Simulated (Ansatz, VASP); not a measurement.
**KBr in VASP and in Ansatz**

```xyz
2
Lattice="0.0000 3.3022 3.3022 3.3022 0.0000 3.3022 3.3022 3.3022 0.0000" Properties=species:S:1:pos:R:3 pbc="T T T"
K     0.0000    0.0000    0.0000
Br    3.3022    3.3022    3.3022
```

Alike in both runs: task single point; functional r2SCANh; k mesh 4 × 4 × 4; no spin polarisation.

|  | VASP | Ansatz |
| --- | --- | --- |
| version | VASP 6.6.1 | Ansatz 0.2.0 |
| potentials or method | VASP PAW PBE potentials, release 64 (K_sv, Br) | plane waves, PAW |
| plane-wave cutoff (eV) | 520 | 500 |
| occupations | gaussian, width 0.01 eV | fixed |
| valence electrons in the cell | 16 | 16 |

Ansatz gave:

- gap on the k mesh at the Fermi level (eV): 5.70
- pressure (GPa): 0.0

Question: Estimate VASP's values.

Answer: gap on the k mesh at the Fermi level (eV): 5.71; pressure (GPa): 0.0.

VASP's potentials were made for PBE, not for r2SCANh. Ansatz's warnings: stress exchange threshold loose, stress scf threshold loose.
